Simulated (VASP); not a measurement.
Input of a VASP 6.6.1 run:

INCAR

```
SYSTEM = Ti3SiN3
  PREC = Accurate
  ENCUT = 520
  EDIFF = 1E-6
  ISMEAR = 0
  SIGMA = 0.1
  LREAL = .FALSE.
  LASPH = .TRUE.
  NELM = 80
  ALGO = Normal
  ISIF = 2
  LWAVE = .FALSE.
  LCHARG = .TRUE.
  LDIPOL = .TRUE.
  IDIPOL = 3
  DIPOL = 0.5 0.5 0.364
  GGA = PE
  LELF = .TRUE.
  LVHAR = .TRUE.
  LVACPOTAV = .TRUE.
  NBANDS = 36
```

Contents of KPOINTS:

```
Automatic mesh
0
G
  9 9 1
  0 0 0
```

POSCAR

```
Ti3SiN3
1.0
    3.0028555065      0.0000000000      0.0000000000
   -1.5014277533      2.6005491526      0.0000000000
    0.0000000000      0.0000000000     21.5541471922
N Ti Si
3 3 1
Direct
    0.3333333333      0.6666666667      0.1855791354
    0.0000000000      0.0000000000      0.2993308525
    0.6666666667      0.3333333333      0.4147299352
    0.6666666667      0.3333333333      0.2424549940
    0.3333333333      0.6666666667      0.3575097830
    0.0000000000      0.0000000000      0.4664599858
    0.0000000000      0.1666666667      0.5811119592
```

Potentials or basis: VASP PAW PBE potentials, release 64 (N, Ti_sv, Si).

Run with:

```console
$ cat potpaw_PBE.64/N/POTCAR potpaw_PBE.64/Ti_sv/POTCAR potpaw_PBE.64/Si/POTCAR > POTCAR
$ mpirun -np 1 vasp_std > vasp.out
```

Q: What does it give for the largest force?

A: 5.485 eV/Å.

Q: Predict the band gap on the k mesh.

A: Zero (an odd number of electrons rules out a gap without spin polarisation).

Forces in eV/Å, atoms in the order of the input:
```
N    0.001  0.001  4.229
N   -0.006  0.011  1.298
N    0.040 -0.114 -0.089
Ti   0.003 -0.004 -5.485
Ti   0.013 -0.024 -0.284
Ti   0.195 -0.351  0.317
Si  -0.245  0.481  0.015
```
